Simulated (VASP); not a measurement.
Runs of VASP 6.6.1 on Sr. The structure is that of space group Fm-3m (No. 225), or close to it. The cells are those of the table. 

| cell | k mesh | smearing | gap on the mesh (eV) | pressure (GPa) |
| --- | --- | --- | --- | --- |
| a = 4.316 Å, angles 60.0°, 1 atom | 9 × 9 × 9 | methfessel-paxton 0.3 eV | none | 0.0 |
| a = 4.483 Å, angles 60.0°, 1 atom | 15 × 15 × 15 | fermi-dirac 0.1 eV | none | -1.1 |
| a = 4.316 Å, angles 60.0°, 1 atom | 6 × 6 × 6 | fermi-dirac 0.1 eV | none | 0.0 |
| a = 4.316 Å, angles 60.0°, 1 atom | 9 × 9 × 9 | fermi-dirac 0.03 eV | none | 0.0 |
| a = 4.316 Å, angles 60.0°, 1 atom | 9 × 9 × 9 | fermi-dirac 0.01 eV | none | 0.0 |
| a = 4.316 Å, angles 60.0°, 1 atom | 9 × 9 × 9 | methfessel-paxton 0.01 eV | none | 0.0 |
| a = 4.373 Å, angles 60.0°, 1 atom | 15 × 15 × 15 | fermi-dirac 0.1 eV | none | (a) |
| a = 4.316 Å, angles 60.0°, 1 atom | 9 × 9 × 9 | methfessel-paxton 0.03 eV | none | -0.1 |

Alike in all rows: task single point; level r2SCAN; potentials or basis VASP PAW PBE potentials, release 64 (Sr_sv); no spin polarisation; cutoff (eV) 520.

Q: Estimate the missing entries.

A: (a) -0.4.

Caveats: the PAW data sets were made with another functional, which shifts forces and pressure a little.

A k mesh can miss the band edges, and the runs leave out spin-orbit coupling on Sr.

A gap of «none» marks levels without a gap at the run's occupations.
